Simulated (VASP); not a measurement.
# NaTiO3 (Pm-3m) in VASP: further runs, part 2 of 2

VASP 6.6.1. Earlier steps stand in the parts before.

## 4. Single point, LDA

This run uses another cell than the first one, of 13.31 Å³/atom, 1.077 times its volume.

INCAR

```
SYSTEM = NaTiO3
ALGO = Normal ; EDIFF = 1E-6
ENCUT = 520 ; GGA = CA
ISIF = 2 ; ISMEAR = 1
LASPH = .True. ; LCHARG = .False.
LREAL = .False. ; LWAVE = .False.
NBANDS = 26 ; NELM = 80
PREC = Accurate ; SIGMA = 0.1
```

KPOINTS

```
k-points
0
Gamma
  6 6 6
  0 0 0
```

POSCAR

```
NaTiO3
1.0
    4.0525682172      0.0000000000      0.0000000000
    0.0000000000      4.0525682172      0.0000000000
    0.0000000000      0.0000000000      4.0525682172
Na Ti O
1 1 3
Direct
    0.0000000000      0.0000000000      0.0000000000
    0.5000000000      0.5000000000      0.5000000000
    0.5000000000      0.5000000000      0.0000000000
    0.5000000000      0.0000000000      0.5000000000
    0.0000000000      0.5000000000      0.5000000000
```

Potentials or basis: VASP PAW LDA potentials, release 64 (Na_pv, Ti_sv, O).

Run with:

```console
$ cat potpaw_LDA.64/Na_pv/POTCAR potpaw_LDA.64/Ti_sv/POTCAR potpaw_LDA.64/O/POTCAR > POTCAR
$ mpirun -np 1 vasp_std > vasp.out
```

OUTCAR:

```text
SYSTEM = NaTiO3
   EDIFF = 1E-6
   ENCUT = 520
   GGA = CA
   ISIF = 2
   ISMEAR = 1
   LASPH = .True.
   LREAL = .False.
   NELM = 80
   PREC = Accurate

 ion  position               nearest neighbor table
   1  0.000  0.000  0.000-
   2  0.500  0.500  0.500-   3 2.03   4 2.03   5 2.03   3 2.03   4 2.03   5 2.03
   3  0.500  0.500  0.000-   2 2.03   2 2.03
   4  0.500  0.000  0.500-   2 2.03   2 2.03
   5  0.000  0.500  0.500-   2 2.03   2 2.03

  LATTYP: Found a simple cubic cell.
 ALAT       =     4.0525682172

  Lattice vectors:

 A1 = (   4.0525682172,   0.0000000000,   0.0000000000)
 A2 = (   0.0000000000,   4.0525682172,   0.0000000000)
 A3 = (   0.0000000000,   0.0000000000,   4.0525682172)

Analysis of symmetry for initial positions (statically):
=====================================================================
 Subroutine PRICEL returns:
 Original cell was already a primitive cell.

 Routine SETGRP: Setting up the symmetry group for a
 simple cubic supercell.

 Subroutine GETGRP returns: Found 48 space group operations
 (whereof 48 operations were pure point group operations)
 out of a pool of 48 trial point group operations.

The static configuration has the point symmetry O_h .

Analysis of symmetry for dynamics (positions and initial velocities):
=====================================================================
 Subroutine PRICEL returns:
 Original cell was already a primitive cell.

 Routine SETGRP: Setting up the symmetry group for a
 simple cubic supercell.

 Subroutine GETGRP returns: Found 48 space group operations
 (whereof 48 operations were pure point group operations)
 out of a pool of 48 trial point group operations.

The dynamic configuration has the point symmetry O_h .

 Subroutine INISYM returns: Found 48 space group operations
 (whereof 48 operations are pure point group operations),
 and found     1 'primitive' translations

----------------------------------------------------------------------------------------

                                     Primitive cell

  volume of cell :      66.5566

  direct lattice vectors                    reciprocal lattice vectors
     4.052568217  0.000000000  0.000000000     0.246757105  0.000000000  0.000000000
     0.000000000  4.052568217  0.000000000     0.000000000  0.246757105  0.000000000
     0.000000000  0.000000000  4.052568217     0.000000000  0.000000000  0.246757105

  length of vectors
     4.052568217  4.052568217  4.052568217     0.246757105  0.246757105  0.246757105

  position of ions in fractional coordinates (direct lattice)
     0.000000000  0.000000000  0.000000000
     0.500000000  0.500000000  0.500000000
     0.500000000  0.500000000  0.000000000
     0.500000000  0.000000000  0.500000000
     0.000000000  0.500000000  0.500000000

  ion indices of the primitive-cell ions
   primitive index   ion index
                 1           1
                 2           2
                 3           3
                 4           4
                 5           5

----------------------------------------------------------------------------------------

 KPOINTS: k-points

Automatic generation of k-mesh.
 Grid dimensions read from file:
 generate k-points for:    6    6    6

 Generating k-lattice:

  Cartesian coordinates                     Fractional coordinates (reciprocal lattice)
     0.041126184  0.000000000  0.000000000     0.166666667  0.000000000  0.000000000
     0.000000000  0.041126184  0.000000000     0.000000000  0.166666667  0.000000000
     0.000000000  0.000000000  0.041126184     0.000000000  0.000000000  0.166666667

  Length of vectors
     0.041126184  0.041126184  0.041126184

  Shift w.r.t. Gamma in fractional coordinates (k-lattice)
     0.000000000  0.000000000  0.000000000

 Subroutine IBZKPT returns following result:
 ===========================================

 Found     20 irreducible k-points:

 Following reciprocal coordinates:
            Coordinates               Weight
  0.000000  0.000000  0.000000      1.000000
  0.166667  0.000000  0.000000      6.000000
  0.333333  0.000000  0.000000      6.000000
  0.500000  0.000000  0.000000      3.000000
  0.166667  0.166667  0.000000     12.000000
  0.333333  0.166667  0.000000     24.000000
[... 12 lines left out ...]
  0.500000  0.500000  0.333333      6.000000
  0.500000  0.500000  0.500000      1.000000
   k-points           NKPTS =     20   k-points in BZ     NKDIM =     20   number of bands    NBANDS=     26
   number of dos      NEDOS =    301   number of ions     NIONS =      5
   total plane-waves  NPLWV =  27000
   dimension x,y,z NGX =    30 NGY =   30 NGZ =   30
   dimension x,y,z NGXF=    60 NGYF=   60 NGZF=   60
   ions per type =               1   1   3
   NGX,Y,Z   is equivalent  to a cutoff of  12.31, 12.31, 12.31 a.u.
   NGXF,Y,Z  is equivalent  to a cutoff of  24.61, 24.61, 24.61 a.u.
 SYSTEM =  NaTiO3
   PREC   = accura    normal or accurate (medium, high low for compatibility)
   ISTART =      0    job   : 0-new  1-cont  2-samecut
   ICHARG =      2    charge: 1-file 2-atom 10-const
   ISPIN  =      1    spin polarized calculation?
   LNONCOLLINEAR =      F non collinear calculations
   LSORBIT =      F    spin-orbit coupling
   LASPH  =      T    aspherical Exc in radial PAW
   ENCUT  =  520.0 eV  38.22 Ry    6.18 a.u.   7.54  7.54  7.54*2*pi/ulx,y,z
   NELM   =     80;   NELMIN=  2; NELMDL= -5     # of ELM steps
   EDIFF  = 0.1E-05   stopping-criterion for ELM
   LREAL  =      F    real-space projection
   EDIFFG = 0.1E-04   stopping-criterion for IOM
   NSW    =      0    number of steps for IOM
   IBRION =     -1    ionic relax: 0-MD 1-quasi-New 2-CG
   NFREE  =      0    steps in history (QN), initial steepest desc. (CG)
   ISIF   =      2    stress and relaxation
   ISYM   =      2    0-nonsym 1-usesym 2-fastsym
   POTIM  = 0.5000    time-step for ionic-motion
   TEBEG  =    0.0;   TEEND  =   0.0 temperature during run
   PSTRESS=    0.0 pullay stress
   NELECT =      37.0000    total number of electrons
   NUPDOWN=      -1.0000    fix difference up-down
   EMIN   =  10.00;   EMAX   =-10.00  energy-range for DOS
   EFERMI =   0.00;   METHOD = LEGACY
   ISMEAR =     1;   SIGMA  =   0.10  broadening in eV -4-tet -1-fermi 0-gaus
   EFERMI_NEDOS =   21; number of points for ismear=-14 and -15
   IALGO  =     38    algorithm
   IMIX   =      4    mixing-type and parameters
     AMIX     =   0.40;   BMIX     =  1.00
     AMIX_MAG =   1.60;   BMIX_MAG =  1.00
  volume/ion in A,a.u.               =      13.31        89.83
  Fermi-wavevector in a.u.,A,eV,Ry     =   1.346103  2.543766 24.653678  1.811994
  Thomas-Fermi vector in A             =   2.473962
   LORBIT       =      0    0 simple, 1 ext, 2 COOP (PROOUT), +10 PAW based schemes
   GGA     = CA    functional components
   LHFCALC =     F    Hartree Fock is set to
   AEXX    =    0.0000 exact exchange contribution
   IVDW    =     0    specifies the selected vdW correction
   LEPSILON=     F    determine dielectric tensor
   LRPA    =     F    only Hartree local field effects (RPA)
 non-spin polarized calculation
 Methfessel and Paxton  Order N= 1 SIGMA  =   0.10
  energy-cutoff  :      520.00
  volume of cell :       66.56
 maximum number of plane-waves:      1856
   NGX = 15   NGY = 15   NGZ = 15

 number of electron      36.9999967 magnetization

 Free energy of the ion-electron system (eV)
  ---------------------------------------------------
  ext. energy  EPLUGINS =         0.00000000
  ---------------------------------------------------
  free energy    TOTEN  =       -37.77611109 eV

  energy without entropy =      -37.77282308  energy(sigma->0) =      -37.77501509

 E-fermi :   0.9313     XC(G=0): -10.3053

 val. band max:        0.9188978195   @ k =   0.3333   0.3333   0.1667
 cond. band min:       0.9439424977   @ k =   0.5000   0.3333   0.3333
 fundamental gap:      0.0250446782
 Fermi energy:         0.9313475889

 k-point     1 :       0.0000    0.0000    0.0000
  band No.  band energies     occupation
      1     -54.9457      2.00000
      2     -31.5196      2.00000
      3     -31.5196      2.00000
      4     -31.5196      2.00000
      5     -20.4297      2.00000
      6     -20.4297      2.00000
[... 569 lines left out ...]
     25       8.6026      0.00000
     26      12.5997      0.00000

------------------------ aborting loop because EDIFF is reached ----------------------------------------

  FORCE on cell =-STRESS in cart. coord.  units (eV):
  Direction    XX          YY          ZZ          XY          YZ          ZX
  --------------------------------------------------------------------------------------
  -------------------------------------------------------------------------------------
  Total       -8.8731815     -8.8731815     -8.8731815     -0.0000000      0.0000000     -0.0000000
  in kB     -213.5988664   -213.5988664   -213.5988664     -0.0000000      0.0000000     -0.0000000
  external PRESSURE =    -213.5988664 kB  Pullay stress =       0.0000000 kB

 VOLUME and BASIS-vectors are now :
 -----------------------------------------------------------------------------
  energy-cutoff  :      520.00
  volume of cell :       66.56
      direct lattice vectors                 reciprocal lattice vectors
     4.052568217  0.000000000  0.000000000     0.246757105  0.000000000  0.000000000
     0.000000000  4.052568217  0.000000000     0.000000000  0.246757105  0.000000000
     0.000000000  0.000000000  4.052568217     0.000000000  0.000000000  0.246757105

 POSITION                                       TOTAL-FORCE (eV/Angst)
 -----------------------------------------------------------------------------------
      0.00000      0.00000      0.00000         0.000000      0.000000      0.000000
      2.02628      2.02628      2.02628         0.000000      0.000000      0.000000
      2.02628      2.02628      0.00000         0.000000      0.000000      0.000000
      2.02628      0.00000      2.02628         0.000000      0.000000      0.000000
      0.00000      2.02628      2.02628         0.000000      0.000000      0.000000
 -----------------------------------------------------------------------------------
    total drift:                                0.000000      0.000000     -0.000000

  FREE ENERGIE OF THE ION-ELECTRON SYSTEM (eV)
  ---------------------------------------------------
  free  energy   TOTEN  =       -37.7761110943 eV

  energy  without entropy=      -37.7728230807  energy(sigma->0) =      -37.77501509
```

OSZICAR:

```text
N       E                     dE             d eps       ncg     rms          rms(c)
DAV:   1     0.432502699313E+03    0.43250E+03   -0.19017E+04  1080   0.160E+03
DAV:   2     0.111486416815E+02   -0.42135E+03   -0.40296E+03  1126   0.463E+02
DAV:   3    -0.432170144081E+02   -0.54366E+02   -0.53556E+02  1474   0.159E+02
DAV:   4    -0.462960977244E+02   -0.30791E+01   -0.30406E+01  1468   0.341E+01
DAV:   5    -0.464185832374E+02   -0.12249E+00   -0.12246E+00  1424   0.486E+00    0.194E+01
DAV:   6    -0.383357064864E+02    0.80829E+01   -0.32560E+01  1338   0.571E+01    0.842E+00
DAV:   7    -0.380373842704E+02    0.29832E+00   -0.66366E+00  1266   0.237E+01    0.569E+00
DAV:   8    -0.378588597331E+02    0.17852E+00   -0.36171E-01  1172   0.569E+00    0.336E+00
DAV:   9    -0.378621613832E+02   -0.33017E-02   -0.53213E-01  1386   0.782E+00    0.246E+00
DAV:  10    -0.377922888885E+02    0.69872E-01   -0.13275E-01  1268   0.376E+00    0.106E+00
DAV:  11    -0.377767735290E+02    0.15515E-01   -0.46640E-02  1256   0.260E+00    0.263E-01
DAV:  12    -0.377763371895E+02    0.43634E-03   -0.35225E-03  1208   0.563E-01    0.174E-01
DAV:  13    -0.377761424832E+02    0.19471E-03   -0.70982E-04  1388   0.288E-01    0.780E-02
DAV:  14    -0.377761259707E+02    0.16513E-04   -0.47530E-04  1150   0.170E-01    0.360E-02
DAV:  15    -0.377761150387E+02    0.10932E-04   -0.24486E-05  1170   0.441E-02    0.179E-02
DAV:  16    -0.377761112134E+02    0.38252E-05   -0.71839E-06  1124   0.294E-02    0.373E-03
DAV:  17    -0.377761110943E+02    0.11914E-06   -0.98458E-07   742   0.803E-03
   1 F= -.37776111E+02 E0= -.37775015E+02  d E =-.328801E-02
```

stdout:

```text
POSCAR found type information on POSCAR NaTiO
 POSCAR found :  3 types and       5 ions
 scaLAPACK will be used
 LDA part: xc-table for (Slater(with rela. corr.)+CA(PZ))
 , standard interpolation
 POSCAR, INCAR and KPOINTS ok, starting setup
 FFT: planning ... GRIDC
 FFT: planning ... GRID_SOFT
 FFT: planning ... GRID
 WAVECAR not read
 entering main loop
```

Wall time 20 s (1 thread of Intel Xeon Platinum 8488C (Sapphire Rapids), shared host); peak memory 0.16 GiB.

What came out:

```yaml
Free_energy: -37.7761 eV
Pressure: -21.4 GPa
```

Caveat: an odd number of electrons without spin polarisation forces a metal; a magnetic or distorted state may lie lower; semilocal functionals often make such compounds metallic where correlation or magnetic order opens a gap, which also shifts bond lengths.

## 5. Summary

```tsv
cell	gap on the mesh (eV)	pressure (GPa)
a = 3.954 Å, 5 atoms	none	-14.9
a = 4.004 Å, 5 atoms	none	-18.5
a = 4.053 Å, 5 atoms	none	-21.4
```

Alike in all rows: task single point; level LDA; potentials or basis VASP PAW LDA potentials, release 64 (Na_pv, Ti_sv, O); no spin polarisation; k mesh 6 × 6 × 6; cutoff (eV) 520; smearing methfessel-paxton 0.1 eV.

Caveats: an odd number of electrons without spin polarisation forces a metal; a magnetic or distorted state may lie lower; semilocal functionals often make such compounds metallic where correlation or magnetic order opens a gap, which also shifts bond lengths.

Total energies depend on the potentials used, so only differences within one code and one set of settings carry meaning.
